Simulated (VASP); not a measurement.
Mg5Se, 6 atoms in the cell. The structure is tetragonal, space group I4/mmm (No. 139). Conventional cell: a = 9.122 Å, b = 9.122 Å, c = 4.836 Å, α = 90.00°, β = 90.00°, γ = 90.00°. Within 4.0 Å of Mg (site symmetry m2m) lie 6 Mg at 3.02 to 3.25 Å and 2 Se at 3.87 Å. Mg (site symmetry 4/mmm) has 2 Se at 2.42 Å and 4 Mg at 3.02 Å within 3.2 Å. Se (site symmetry 4/mmm) has 2 Mg at 2.42 Å within 3.2 Å. The cell was generated, and may not be a known phase.

| Property | Result |
| --- | --- |
| Program | VASP 6.6.1 |
| Task | single point |
| Functional | PBE |
| Potentials or basis | VASP PAW PBE potentials, release 64 (Mg, Se) |
| Cutoff | 520 eV |
| k mesh | 4 × 4 × 4 |
| Occupations | gaussian, width 0.1 eV |
| Spin | no spin polarisation |
| Dipole correction | no |
| Further INCAR settings | ALGO = Normal; EDIFF = 1e-07; NBANDS = 17 |

Potentials or basis: VASP PAW PBE potentials, release 64 (Mg, Se).

Launch:

```bash
$ cat potpaw_PBE.64/Mg/POTCAR potpaw_PBE.64/Se/POTCAR > POTCAR
$ mpirun -np 1 vasp_std > vasp.out
```

Hardware: 1 thread of Intel(R) Xeon(R) Platinum 8488C (Sapphire Rapids), on a shared host.

Estimate the wall time of this run.

Wall time 54 s on 1 thread of Intel(R) Xeon(R) Platinum 8488C (Sapphire Rapids), on a shared host, peak memory 0.39 GiB. Counts: scf iterations 16, k points 13.
